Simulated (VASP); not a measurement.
# Mg2Sn (Fm-3m) in VASP: a series of runs

Runs on Mg2Sn. Level: PBEsol. Tasks: single point.

All numbers are computed with VASP 6.6.1; they aren't measurements. Logs are shortened: lines on timing, memory, paths and dates and some standing lists are left out, and cuts for length are marked.

## 1. The cell of the first run

Symmetry: Fm-3m, No. 225, cubic system. Conventional cell: a = 6.272 Å, b = 6.272 Å, c = 6.272 Å, α = 90.00°, β = 90.00°, γ = 90.00°. Within 3.6 Å of Mg (site symmetry -43m) lie 4 Sn at 2.72 Å and 6 Mg at 3.14 Å. Within 3.6 Å of Sn (site symmetry m-3m) lie 8 Mg at 2.72 Å.

## 2. Single point, PBEsol

The input, INCAR:

```
PREC = Accurate
ENCUT = 600
EDIFF = 1E-6
ISMEAR = -1
SIGMA = 0.1
LREAL = F
LASPH = T
NELM = 120
ALGO = Normal
ISIF = 2
LWAVE = F
LCHARG = T
GGA = PS
LELF = T
LVHAR = T
NBANDS = 16
GGA_COMPAT = F
```

The input, KPOINTS:

```
regular mesh
0
Gamma
  12 12 12
```

The input, POSCAR:

```
Mg2Sn
1.0
    0.0000000000      3.1362024184      3.1362024184
    3.1362024184      0.0000000000      3.1362024184
    3.1362024184      3.1362024184      0.0000000000
Mg Sn
2 1
Direct
    0.2500000000      0.2500000000      0.2500000000
    0.7500000000      0.7500000000      0.7500000000
    0.0000000000      0.0000000000      0.0000000000
```

Potentials or basis: VASP PAW PBE potentials, release 64 (Mg, Sn_d).

Started as:

```bash
$ cat potpaw_PBE.64/Mg/POTCAR potpaw_PBE.64/Sn_d/POTCAR > POTCAR
$ mpirun -np 1 vasp_std > vasp.out
```

OUTCAR:

```text
PREC = Accurate
   ENCUT = 600
   EDIFF = 1E-6
   ISMEAR = -1
   LREAL = F
   LASPH = T
   NELM = 120
   ISIF = 2
   GGA = PS

 ion  position               nearest neighbor table
   1  0.250  0.250  0.250-   3 2.72   3 2.72   3 2.72   3 2.72   2 3.14   2 3.14   2 3.14   2 3.14
                             2 3.14   2 3.14
   2  0.750  0.750  0.750-   3 2.72   3 2.72   3 2.72   3 2.72   1 3.14   1 3.14   1 3.14   1 3.14
                             1 3.14   1 3.14
   3  0.000  0.000  0.000-   2 2.72   2 2.72   2 2.72   1 2.72   2 2.72   1 2.72   1 2.72   1 2.72

  LATTYP: Found a face centered cubic cell.
 ALAT       =     6.2724048368

  Lattice vectors:

 A1 = (   0.0000000000,   3.1362024184,   3.1362024184)
 A2 = (   3.1362024184,   0.0000000000,   3.1362024184)
 A3 = (   3.1362024184,   3.1362024184,   0.0000000000)

Analysis of symmetry for initial positions (statically):
=====================================================================
 Subroutine PRICEL returns:
 Original cell was already a primitive cell.

 Routine SETGRP: Setting up the symmetry group for a
 face centered cubic supercell.

 Subroutine GETGRP returns: Found 48 space group operations
 (whereof 48 operations were pure point group operations)
 out of a pool of 48 trial point group operations.

The static configuration has the point symmetry O_h .

Analysis of symmetry for dynamics (positions and initial velocities):
=====================================================================
 Subroutine PRICEL returns:
 Original cell was already a primitive cell.

 Routine SETGRP: Setting up the symmetry group for a
 face centered cubic supercell.

 Subroutine GETGRP returns: Found 48 space group operations
 (whereof 48 operations were pure point group operations)
 out of a pool of 48 trial point group operations.

The dynamic configuration has the point symmetry O_h .

 Subroutine INISYM returns: Found 48 space group operations
 (whereof 48 operations are pure point group operations),
 and found     1 'primitive' translations

----------------------------------------------------------------------------------------

                                     Primitive cell

  volume of cell :      61.6939

  direct lattice vectors                    reciprocal lattice vectors
     0.000000000  3.136202418  3.136202418    -0.159428485  0.159428485  0.159428485
     3.136202418  0.000000000  3.136202418     0.159428485 -0.159428485  0.159428485
     3.136202418  3.136202418  0.000000000     0.159428485  0.159428485 -0.159428485

  length of vectors
     4.435259994  4.435259994  4.435259994     0.276138236  0.276138236  0.276138236

  position of ions in fractional coordinates (direct lattice)
     0.250000000  0.250000000  0.250000000
     0.750000000  0.750000000  0.750000000
     0.000000000  0.000000000  0.000000000

  ion indices of the primitive-cell ions
   primitive index   ion index
                 1           1
                 2           2
                 3           3

----------------------------------------------------------------------------------------

 KPOINTS: regular mesh

Automatic generation of k-mesh.
 Grid dimensions read from file:
 generate k-points for:   12   12   12

 Generating k-lattice:

  Cartesian coordinates                     Fractional coordinates (reciprocal lattice)
    -0.013285707  0.013285707  0.013285707     0.083333333  0.000000000  0.000000000
     0.013285707 -0.013285707  0.013285707     0.000000000  0.083333333  0.000000000
     0.013285707  0.013285707 -0.013285707     0.000000000  0.000000000  0.083333333

  Length of vectors
     0.023011520  0.023011520  0.023011520

  Shift w.r.t. Gamma in fractional coordinates (k-lattice)
     0.000000000  0.000000000  0.000000000

 Subroutine IBZKPT returns following result:
 ===========================================

 Found     72 irreducible k-points:

 Following reciprocal coordinates:
            Coordinates               Weight
  0.000000  0.000000  0.000000      1.000000
  0.083333  0.000000  0.000000      8.000000
  0.166667  0.000000  0.000000      8.000000
  0.250000  0.000000  0.000000      8.000000
  0.333333  0.000000  0.000000      8.000000
  0.416667  0.000000  0.000000      8.000000
[... 16 lines left out ...]
  0.500000  0.166667  0.000000     24.000000
 -0.416667  0.166667  0.000000     24.000000
 [... further k-points ...]
   k-points           NKPTS =     72   k-points in BZ     NKDIM =     72   number of bands    NBANDS=     16
   number of dos      NEDOS =    301   number of ions     NIONS =      3
   total plane-waves  NPLWV =  46656
   dimension x,y,z NGX =    36 NGY =   36 NGZ =   36
   dimension x,y,z NGXF=    72 NGYF=   72 NGZF=   72
   ions per type =               2   1
   NGX,Y,Z   is equivalent  to a cutoff of  13.49, 13.49, 13.49 a.u.
   NGXF,Y,Z  is equivalent  to a cutoff of  26.99, 26.99, 26.99 a.u.
 SYSTEM =  unknown system
   PREC   = accura    normal or accurate (medium, high low for compatibility)
   ISTART =      0    job   : 0-new  1-cont  2-samecut
   ICHARG =      2    charge: 1-file 2-atom 10-const
   ISPIN  =      1    spin polarized calculation?
   LNONCOLLINEAR =      F non collinear calculations
   LSORBIT =      F    spin-orbit coupling
   LASPH  =      T    aspherical Exc in radial PAW
   ENCUT  =  600.0 eV  44.10 Ry    6.64 a.u.   8.86  8.86  8.86*2*pi/ulx,y,z
   NELM   =    120;   NELMIN=  2; NELMDL= -5     # of ELM steps
   EDIFF  = 0.1E-05   stopping-criterion for ELM
   LREAL  =      F    real-space projection
   EDIFFG = 0.1E-04   stopping-criterion for IOM
   NSW    =      0    number of steps for IOM
   IBRION =     -1    ionic relax: 0-MD 1-quasi-New 2-CG
   NFREE  =      0    steps in history (QN), initial steepest desc. (CG)
   ISIF   =      2    stress and relaxation
   ISYM   =      2    0-nonsym 1-usesym 2-fastsym
   POTIM  = 0.5000    time-step for ionic-motion
   TEBEG  =    0.0;   TEEND  =   0.0 temperature during run
   PSTRESS=    0.0 pullay stress
   NELECT =      18.0000    total number of electrons
   NUPDOWN=      -1.0000    fix difference up-down
   EMIN   =  10.00;   EMAX   =-10.00  energy-range for DOS
   EFERMI =   0.00;   METHOD = LEGACY
   ISMEAR =    -1;   SIGMA  =   0.10  broadening in eV -4-tet -1-fermi 0-gaus
   EFERMI_NEDOS =   21; number of points for ismear=-14 and -15
   IALGO  =     38    algorithm
   IMIX   =      4    mixing-type and parameters
     AMIX     =   0.40;   BMIX     =  1.00
     AMIX_MAG =   1.60;   BMIX_MAG =  1.00
  volume/ion in A,a.u.               =      20.56       138.78
  Fermi-wavevector in a.u.,A,eV,Ry     =   1.085804  2.051873 16.040876  1.178971
  Thomas-Fermi vector in A             =   2.221926
   LORBIT       =      0    0 simple, 1 ext, 2 COOP (PROOUT), +10 PAW based schemes
   GGA     = PS    functional components
   LHFCALC =     F    Hartree Fock is set to
   AEXX    =    0.0000 exact exchange contribution
   IVDW    =     0    specifies the selected vdW correction
   LEPSILON=     F    determine dielectric tensor
   LRPA    =     F    only Hartree local field effects (RPA)
 non-spin polarized calculation
  energy-cutoff  :      600.00
  volume of cell :       61.69
 maximum number of plane-waves:      2085
   NGX = 17   NGY = 17   NGZ = 17

 number of electron      17.9999997 magnetization

 Free energy of the ion-electron system (eV)
  ---------------------------------------------------
  ext. energy  EPLUGINS =         0.00000000
  ---------------------------------------------------
  free energy    TOTEN  =        -7.76087721 eV

  energy without entropy =       -7.75204795  energy(sigma->0) =       -7.75646258

 E-fermi :   5.9243     XC(G=0):  -9.7289

 val. band max:        5.8974532515   @ k =  -0.0833   0.0833   0.0000
 cond. band min:       5.9373828477   @ k =   0.0000   0.0000   0.0000
 fundamental gap:      0.0399295962
 Fermi energy:         5.9243163276

 k-point     1 :       0.0000    0.0000    0.0000
  band No.  band energies     occupation
      1     -15.1243      2.00000
      2     -15.1243      2.00000
      3     -15.1243      2.00000
      4     -15.0541      2.00000
      5     -15.0541      2.00000
      6      -4.3221      2.00000
[... 8 lines left out ...]
     15      11.7955      0.00000
     16      11.7955      0.00000

 k-point     2 :       0.0833    0.0000    0.0000
  band No.  band energies     occupation
      1     -15.1242      2.00000
      2     -15.1237      2.00000
      3     -15.1237      2.00000
      4     -15.0540      2.00000
      5     -15.0540      2.00000
      6      -4.2514      2.00000
[... 8 lines left out ...]
     15      11.1511      0.00000
     16      11.9807      0.00000

 k-point     3 :       0.1667    0.0000    0.0000
  band No.  band energies     occupation
      1     -15.1240      2.00000
      2     -15.1222      2.00000
      3     -15.1222      2.00000
      4     -15.0538      2.00000
      5     -15.0538      2.00000
      6      -4.0425      2.00000
[... 8 lines left out ...]
     15      10.6411      0.00000
     16      11.7448      0.00000

 k-point     4 :       0.2500    0.0000    0.0000
  band No.  band energies     occupation
      1     -15.1237      2.00000
      2     -15.1202      2.00000
      3     -15.1202      2.00000
      4     -15.0534      2.00000
      5     -15.0534      2.00000
      6      -3.7078      2.00000
[... 8 lines left out ...]
     15      10.9638      0.00000
     16      12.0732      0.00000
[... 324 lines left out ...]
 k-point    22 :       0.4167    0.1667    0.0000
  band No.  band energies     occupation
      1     -15.1250      2.00000
      2     -15.1163      2.00000
      3     -15.1147      2.00000
      4     -15.0555      2.00000
      5     -15.0504      2.00000
      6      -2.9086      2.00000
[... 8 lines left out ...]
     15      13.6339      0.00000
     16      14.8573      0.00000

 k-point    23 :       0.5000    0.1667    0.0000
  band No.  band energies     occupation
      1     -15.1232      2.00000
      2     -15.1165      2.00000
      3     -15.1142      2.00000
      4     -15.0546      2.00000
      5     -15.0509      2.00000
      6      -2.5417      2.00000
[... 8 lines left out ...]
     15      13.6925      0.00000
     16      14.7926      0.00000

 k-point    24 :      -0.4167    0.1667    0.0000
  band No.  band energies     occupation
      1     -15.1218      2.00000
      2     -15.1173      2.00000
      3     -15.1146      2.00000
      4     -15.0535      2.00000
      5     -15.0518      2.00000
      6      -2.4779      2.00000
[... 8 lines left out ...]
     15      12.5244      0.00000
     16      13.5927      0.00000

 [... further k-points ...]

------------------------ aborting loop because EDIFF is reached ----------------------------------------

  FORCE on cell =-STRESS in cart. coord.  units (eV):
  Direction    XX          YY          ZZ          XY          YZ          ZX
  --------------------------------------------------------------------------------------
  -------------------------------------------------------------------------------------
  Total        5.7916929      5.7916929      5.7916929      0.0000000      0.0000000     -0.0000000
  in kB      150.4090121    150.4090121    150.4090121      0.0000000      0.0000000     -0.0000000
  external PRESSURE =     150.4090121 kB  Pullay stress =       0.0000000 kB

 VOLUME and BASIS-vectors are now :
 -----------------------------------------------------------------------------
  energy-cutoff  :      600.00
  volume of cell :       61.69
      direct lattice vectors                 reciprocal lattice vectors
     0.000000000  3.136202418  3.136202418    -0.159428485  0.159428485  0.159428485
     3.136202418  0.000000000  3.136202418     0.159428485 -0.159428485  0.159428485
     3.136202418  3.136202418  0.000000000     0.159428485  0.159428485 -0.159428485

 POSITION                                       TOTAL-FORCE (eV/Angst)
 -----------------------------------------------------------------------------------
      1.56810      1.56810      1.56810        -0.000000     -0.000000     -0.000000
      4.70430      4.70430      4.70430         0.000000      0.000000      0.000000
      0.00000      0.00000      0.00000        -0.000000     -0.000000      0.000000
 -----------------------------------------------------------------------------------
    total drift:                               -0.000000      0.000000      0.000000

  FREE ENERGIE OF THE ION-ELECTRON SYSTEM (eV)
  ---------------------------------------------------
  free  energy   TOTEN  =        -7.7608772053 eV

  energy  without entropy=       -7.7520479533  energy(sigma->0) =       -7.75646258
```

It took 96 s on 1 thread of Intel Xeon 8259CL, shared host; peak memory 0.26 GiB.

What came out:

* Free energy: -7.7609 eV
* Pressure: 15.0 GPa
* Band gap on the k mesh: zero (bands 9 and 10 overlap by 0.16 eV)

Caveat: the cell stands under pressure; the PAW data sets were made with another functional, which shifts forces and pressure a little; spin-orbit coupling is left out, which moves the levels of the heavy elements.

## 3. Single point, PBEsol

This run uses another cell than the first one, of 21.73 Å³/atom.

The input, INCAR:

```
SYSTEM = Mg2Sn
ALGO = Normal
EDIFF = 1E-6
ENCUT = 600
GGA = PS
GGA_COMPAT = .False.
ISIF = 2
ISMEAR = -1
LASPH = .True.
LCHARG = .False.
LREAL = .False.
LWAVE = .False.
NBANDS = 16
NELM = 120
PREC = Accurate
SIGMA = 0.1
```

The input, KPOINTS:

```
k-points
0
Gamma
  12 12 12
  0 0 0
```

The input, POSCAR:

```
Mg2Sn
1.0
    0.0000000000      3.1945378392      3.1945378392
    3.1945378392      0.0000000000      3.1945378392
    3.1945378392      3.1945378392      0.0000000000
Mg Sn
2 1
Direct
    0.2500000000      0.2500000000      0.2500000000
    0.7500000000      0.7500000000      0.7500000000
    0.0000000000      0.0000000000      0.0000000000
```

Potentials or basis: VASP PAW PBE potentials, release 64 (Mg, Sn_d).

Started as:

```bash
$ cat potpaw_PBE.64/Mg/POTCAR potpaw_PBE.64/Sn_d/POTCAR > POTCAR
$ mpirun -np 1 vasp_std > vasp.out
```

OUTCAR:

```text
SYSTEM = Mg2Sn
   EDIFF = 1E-6
   ENCUT = 600
   GGA = PS
   ISIF = 2
   ISMEAR = -1
   LASPH = .True.
   LREAL = .False.
   NELM = 120
   PREC = Accurate

 ion  position               nearest neighbor table
   1  0.250  0.250  0.250-   3 2.77   3 2.77   3 2.77   3 2.77   2 3.19   2 3.19   2 3.19   2 3.19
                             2 3.19   2 3.19
   2  0.750  0.750  0.750-   3 2.77   3 2.77   3 2.77   3 2.77   1 3.19   1 3.19   1 3.19   1 3.19
                             1 3.19   1 3.19
   3  0.000  0.000  0.000-   2 2.77   2 2.77   2 2.77   1 2.77   1 2.77   1 2.77   2 2.77   1 2.77

  LATTYP: Found a face centered cubic cell.
[... 652 lines left out ...]
  --------------------------------------------------------------------------------------
  -------------------------------------------------------------------------------------
  Total        4.0859146      4.0859146      4.0859146      0.0000000      0.0000000      0.0000000
  in kB      100.4027858    100.4027858    100.4027858      0.0000000      0.0000000      0.0000000
  external PRESSURE =     100.4027858 kB  Pullay stress =       0.0000000 kB

 VOLUME and BASIS-vectors are now :
 -----------------------------------------------------------------------------
  energy-cutoff  :      600.00
  volume of cell :       65.20
      direct lattice vectors                 reciprocal lattice vectors
     0.000000000  3.194537839  3.194537839    -0.156517163  0.156517163  0.156517163
     3.194537839  0.000000000  3.194537839     0.156517163 -0.156517163  0.156517163
     3.194537839  3.194537839  0.000000000     0.156517163  0.156517163 -0.156517163

 POSITION                                       TOTAL-FORCE (eV/Angst)
 -----------------------------------------------------------------------------------
      1.59727      1.59727      1.59727         0.000000      0.000000      0.000000
      4.79181      4.79181      4.79181        -0.000000     -0.000000     -0.000000
      0.00000      0.00000      0.00000        -0.000000     -0.000000      0.000000
 -----------------------------------------------------------------------------------
    total drift:                               -0.000000      0.000000      0.000000

  FREE ENERGIE OF THE ION-ELECTRON SYSTEM (eV)
  ---------------------------------------------------
  free  energy   TOTEN  =        -8.0311485747 eV

  energy  without entropy=       -8.0222721860  energy(sigma->0) =       -8.02671038
```

stdout:

```text
POSCAR found type information on POSCAR MgSn
 POSCAR found :  2 types and       3 ions
 scaLAPACK will be used
 -----------------------------------------------------------------------------
|                                                                             |
|                                                                             |
|     You enforced a specific xc type in the INCAR file but a different       |
|     I HOPE YOU KNOW WHAT YOU ARE DOING!                                     |
|                                                                             |
 -----------------------------------------------------------------------------

 LDA part: xc-table for (Slater+PW92), standard interpolation
 POSCAR, INCAR and KPOINTS ok, starting setup
 FFT: planning ... GRIDC
 FFT: planning ... GRID_SOFT
 FFT: planning ... GRID
 WAVECAR not read
 entering main loop
```

It took 91 s on 1 thread of Intel Xeon 8259CL, shared host; peak memory 0.27 GiB.

What came out:

| Item | Value |
| --- | --- |
| Free energy | -8.0311 eV |
| Pressure | 10.0 GPa |
| Band gap on the k mesh | zero (bands 9 and 10 overlap by 0.08 eV) |

Caveat: the cell stands under pressure; the PAW data sets were made with another functional, which shifts forces and pressure a little; spin-orbit coupling is left out, which moves the levels of the heavy elements.

(Continued in part 2 of 2.)
